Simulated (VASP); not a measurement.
A run of VASP 6.6.1 is set up as follows.

File INCAR:

```
  PREC = Accurate
  ENCUT = 520
  EDIFF = 1E-7
  ISMEAR = 0
  SIGMA = 0.05
  LREAL = False
  LASPH = True
  NELM = 60
  ALGO = Normal
  ISIF = 2
  LWAVE = False
  LCHARG = False
  LDIPOL = True
  IDIPOL = 3
  DIPOL = 0.5 0.5 0.361
  GGA = PE
  IVDW = 12
  NBANDS = 27
```

Contents of KPOINTS:

```
Automatic mesh
0
Gamma
  9 9 1
```

The input POSCAR:

```
Si3N
1.0
    3.8155170197      0.0000000000      0.0000000000
   -1.9077585099      3.3043346676      0.0000000000
    0.0000000000      0.0000000000     25.7913833664
Si N
6 2
Direct
    0.6666666667      0.3333333333      0.1550905565
    0.3333333333      0.6666666667      0.1859793801
    0.3333333333      0.6666666667      0.2774751471
    0.6666666667      0.3333333333      0.3070263804
    0.6666666667      0.3333333333      0.3997350368
    0.3333333333      0.6666666667      0.4261649408
    0.8333333333      1.0000000000      0.5463601221
    0.8333333333      1.0000000000      0.5890100252
```

Potentials or basis: VASP PAW PBE potentials, release 64 (Si, N).

Run with:

```bash
$ cat potpaw_PBE.64/Si/POTCAR potpaw_PBE.64/N/POTCAR > POTCAR
$ mpirun -np 1 vasp_std > vasp.out
```

What does it give for the largest force?

2.244 eV/Å.

Estimate the band gap on the k mesh.

zero (bands 17 and 18 overlap by 0.08 eV).

Forces in eV/Å, atoms in the order of the input:
```
Si  -0.006  0.002  0.479
Si  -0.004  0.000 -0.576
Si   0.011  0.002  0.114
Si   0.004 -0.005  0.001
Si   0.004 -0.002  0.021
Si  -0.036 -0.011 -0.031
N    0.044  0.023 -2.244
N   -0.017 -0.009  2.235
```

Caveat: the standard files for N, O and F lose accuracy on very short bonds.
